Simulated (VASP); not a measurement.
# TiB (F-43m) in VASP: further runs

The runs below take TiB through single point, with LDA.

Program: VASP 6.6.1. These are calculated values, not measurements. Logs are shortened: lines on timing, memory, paths and dates and some standing lists are left out, and cuts for length are marked.

### Step 1. The cell of the first run

Symmetry: F-43m, No. 216, cubic system. Conventional cell: a = 4.145 Å, b = 4.145 Å, c = 4.145 Å, α = 90.00°, β = 90.00°, γ = 90.00°. Within 2.4 Å of Ti (site symmetry -43m) lie 4 B at 1.79 Å. Within 2.4 Å of B (site symmetry -43m) lie 4 Ti at 1.79 Å.

### Step 2. Single point, LDA (volume scaled by 0.96)

File INCAR:

```
SYSTEM = TiB
PREC = Accurate
ENCUT = 520
EDIFF = 1E-7
ISMEAR = -1
SIGMA = 0.05
LREAL = .FALSE.
LASPH = .TRUE.
NELM = 80
ALGO = Normal
ISIF = 2
LWAVE = .FALSE.
LCHARG = .FALSE.
GGA = CA
NBANDS = 14
```

File KPOINTS:

```
Automatic mesh
0
G
  13 13 13
  0 0 0
```

File POSCAR:

```
TiB
1.0
    0.0000000000      2.0726046273      2.0726046273
    2.0726046273      0.0000000000      2.0726046273
    2.0726046273      2.0726046273      0.0000000000
Ti B
1 1
Direct
    0.7500000000      0.7500000000      0.7500000000
    0.0000000000      0.0000000000      0.0000000000
```

Potentials or basis: VASP PAW LDA potentials, release 64 (Ti_sv, B).

Command:

```console
$ cat potpaw_LDA.64/Ti_sv/POTCAR potpaw_LDA.64/B/POTCAR > POTCAR
$ mpirun -np 1 vasp_std > vasp.out
```

OUTCAR:

```text
SYSTEM = TiB
   PREC = Accurate
   ENCUT = 520
   EDIFF = 1E-7
   ISMEAR = -1
   LREAL = .FALSE.
   LASPH = .TRUE.
   NELM = 80
   ISIF = 2
   GGA = CA

 ion  position               nearest neighbor table
   1  0.750  0.750  0.750-   2 1.79   2 1.79   2 1.79   2 1.79
   2  0.000  0.000  0.000-   1 1.79   1 1.79   1 1.79   1 1.79

  LATTYP: Found a face centered cubic cell.
 ALAT       =     4.1452092546

  Lattice vectors:

 A1 = (   0.0000000000,   2.0726046273,   2.0726046273)
 A2 = (   2.0726046273,   0.0000000000,   2.0726046273)
 A3 = (   2.0726046273,   2.0726046273,   0.0000000000)

Analysis of symmetry for initial positions (statically):
=====================================================================
 Subroutine PRICEL returns:
 Original cell was already a primitive cell.

 Routine SETGRP: Setting up the symmetry group for a
 face centered cubic supercell.

 Subroutine GETGRP returns: Found 24 space group operations
 (whereof 24 operations were pure point group operations)
 out of a pool of 48 trial point group operations.

The static configuration has the point symmetry T_d .

Analysis of symmetry for dynamics (positions and initial velocities):
=====================================================================
 Subroutine PRICEL returns:
 Original cell was already a primitive cell.

 Routine SETGRP: Setting up the symmetry group for a
 face centered cubic supercell.

 Subroutine GETGRP returns: Found 24 space group operations
 (whereof 24 operations were pure point group operations)
 out of a pool of 48 trial point group operations.

The dynamic configuration has the point symmetry T_d .

 Subroutine INISYM returns: Found 24 space group operations
 (whereof 24 operations are pure point group operations),
 and found     1 'primitive' translations

----------------------------------------------------------------------------------------

                                     Primitive cell

  volume of cell :      17.8065

  direct lattice vectors                    reciprocal lattice vectors
     0.000000000  2.072604627  2.072604627    -0.241242345  0.241242345  0.241242345
     2.072604627  0.000000000  2.072604627     0.241242345 -0.241242345  0.241242345
     2.072604627  2.072604627  0.000000000     0.241242345  0.241242345 -0.241242345

  length of vectors
     2.931105573  2.931105573  2.931105573     0.417843998  0.417843998  0.417843998

  position of ions in fractional coordinates (direct lattice)
[... 83 lines left out ...]
   IBRION =     -1    ionic relax: 0-MD 1-quasi-New 2-CG
   NFREE  =      0    steps in history (QN), initial steepest desc. (CG)
   ISIF   =      2    stress and relaxation
   ISYM   =      2    0-nonsym 1-usesym 2-fastsym
   POTIM  = 0.5000    time-step for ionic-motion
   TEBEG  =    0.0;   TEEND  =   0.0 temperature during run
   PSTRESS=    0.0 pullay stress
   NELECT =      15.0000    total number of electrons
   NUPDOWN=      -1.0000    fix difference up-down
   EMIN   =  10.00;   EMAX   =-10.00  energy-range for DOS
   EFERMI =   0.00;   METHOD = LEGACY
   ISMEAR =    -1;   SIGMA  =   0.05  broadening in eV -4-tet -1-fermi 0-gaus
   EFERMI_NEDOS =   21; number of points for ismear=-14 and -15
   IALGO  =     38    algorithm
   IMIX   =      4    mixing-type and parameters
     AMIX     =   0.40;   BMIX     =  1.00
     AMIX_MAG =   1.60;   BMIX_MAG =  1.00
  volume/ion in A,a.u.               =       8.90        60.08
  Fermi-wavevector in a.u.,A,eV,Ry     =   1.546128  2.921758 32.524889  2.390512
  Thomas-Fermi vector in A             =   2.651408
   LORBIT       =      0    0 simple, 1 ext, 2 COOP (PROOUT), +10 PAW based schemes
   GGA     = CA    functional components
   LHFCALC =     F    Hartree Fock is set to
   AEXX    =    0.0000 exact exchange contribution
   IVDW    =     0    specifies the selected vdW correction
   LEPSILON=     F    determine dielectric tensor
   LRPA    =     F    only Hartree local field effects (RPA)
 non-spin polarized calculation
  energy-cutoff  :      520.00
  volume of cell :       17.81
 maximum number of plane-waves:       531
 NGX is ok and might be reduce to    24
   NGX = 11   NGY = 11   NGZ = 11

 number of electron      14.9999998 magnetization

 Free energy of the ion-electron system (eV)
  ---------------------------------------------------
  ext. energy  EPLUGINS =         0.00000000
  ---------------------------------------------------
  free energy    TOTEN  =       -11.48328250 eV

  energy without entropy =      -11.47618056  energy(sigma->0) =      -11.47973153

 E-fermi :   9.6286     XC(G=0): -13.2104

 val. band max:        9.6138572275   @ k =   0.4615   0.3077   0.1538
 cond. band min:       9.6375298572   @ k =  -0.3077   0.3077   0.0000
 fundamental gap:      0.0236726297
 Fermi energy:         9.6286037367

 k-point     1 :       0.0000    0.0000    0.0000
  band No.  band energies     occupation
      1     -44.4743      2.00000
      2     -20.9031      2.00000
      3     -20.9031      2.00000
      4     -20.9031      2.00000
      5       0.7340      2.00000
      6       7.6067      2.00000
      7       7.6067      2.00000
      8       7.6067      2.00000
      9      12.9675      0.00000
     10      12.9675      0.00000
     11      22.4419      0.00000
     12      22.7695      0.00000
     13      22.7695      0.00000
     14      22.7695      0.00000
[... 377 lines left out ...]
      1     -44.3270      2.00000
      2     -21.7020      2.00000
      3     -21.1350      2.00000
      4     -21.0896      2.00000
      5       4.3702      2.00000
      6       6.8545      2.00000
      7       8.3402      2.00000
      8       8.8684      2.00000
      9      13.0814      0.00000
     10      14.0479      0.00000
     11      15.9470      0.00000
     12      19.5855      0.00000
     13      20.6610      0.00000
     14      23.5789      0.00000

 [... further k-points ...]
[... 5 lines left out ...]
  --------------------------------------------------------------------------------------
  -------------------------------------------------------------------------------------
  Total       13.7113493     13.7113493     13.7113493      0.0000000      0.0000000      0.0000000
  in kB     1233.7051913   1233.7051913   1233.7051913      0.0000000      0.0000000      0.0000000
  external PRESSURE =    1233.7051913 kB  Pullay stress =       0.0000000 kB

 VOLUME and BASIS-vectors are now :
 -----------------------------------------------------------------------------
  energy-cutoff  :      520.00
  volume of cell :       17.81
      direct lattice vectors                 reciprocal lattice vectors
     0.000000000  2.072604627  2.072604627    -0.241242345  0.241242345  0.241242345
     2.072604627  0.000000000  2.072604627     0.241242345 -0.241242345  0.241242345
     2.072604627  2.072604627  0.000000000     0.241242345  0.241242345 -0.241242345

 POSITION                                       TOTAL-FORCE (eV/Angst)
 -----------------------------------------------------------------------------------
      3.10891      3.10891      3.10891        -0.000000      0.000000      0.000000
      0.00000      0.00000      0.00000         0.000000     -0.000000     -0.000000
 -----------------------------------------------------------------------------------
    total drift:                                0.000001      0.000001      0.000001

  FREE ENERGIE OF THE ION-ELECTRON SYSTEM (eV)
  ---------------------------------------------------
  free  energy   TOTEN  =       -11.4832824979 eV

  energy  without entropy=      -11.4761805647  energy(sigma->0) =      -11.47973153
```

Run time: 14 s. Hardware: 1 thread of AMD EPYC 9R45 (Zen 5), shared host; peak memory 0.11 GiB.

Results:

```
Free energy : -11.4833 eV
Pressure    : 123.4 GPa
```

Levels at points of the mesh, in eV from the Fermi level:
```tsv
k point	band 6	band 7	band 8	band 9	band 10	band 11
(0.00, 0.00, 0.00)	-2.02	-2.02	-2.02	3.34	3.34	12.81
```

Caveat: the cell differs from its parent crystal (volume scaled by 0.96).

### Step 3. Single point, LDA

This run uses another cell than the first one, of 9.27 Å³/atom, 1.042 times its volume.

File INCAR:

```
SYSTEM = TiB
ALGO = Normal
EDIFF = 1E-6
ENCUT = 520
ISIF = 2
ISMEAR = -1
LASPH = .True.
LCHARG = .False.
LREAL = .False.
LWAVE = .False.
NBANDS = 14
NELM = 60
PREC = Accurate
SIGMA = 0.05
```

File KPOINTS:

```
k-points
0
Gamma
  13 13 13
  0 0 0
```

File POSCAR:

```
TiB
1.0
    0.0000000000      2.1010000000      2.1010000000
    2.1010000000      0.0000000000      2.1010000000
    2.1010000000      2.1010000000      0.0000000000
Ti B
1 1
Direct
    0.7500000000      0.7500000000      0.7500000000
    0.0000000000      0.0000000000      0.0000000000
```

Potentials or basis: VASP PAW LDA potentials, release 64 (Ti_sv, B).

Command:

```console
$ cat potpaw_LDA.64/Ti_sv/POTCAR potpaw_LDA.64/B/POTCAR > POTCAR
$ mpirun -np 1 vasp_std > vasp.out
```

It took 12 s on 1 thread of AMD EPYC 9R45 (Zen 5), shared host; peak memory 0.11 GiB.

Results (log left out):

| Property | Result |
| --- | --- |
| Free energy | -12.0128 eV |
| Pressure | 105.6 GPa |

Levels at points of the mesh, in eV from the Fermi level:
| k point | band 6 | band 7 | band 8 | band 9 | band 10 | band 11 |
| --- | --- | --- | --- | --- | --- | --- |
| (0.00, 0.00, 0.00) | -1.91 | -1.91 | -1.91 | 3.25 | 3.25 | 12.41 |

(Continued in part 2 of 2.)
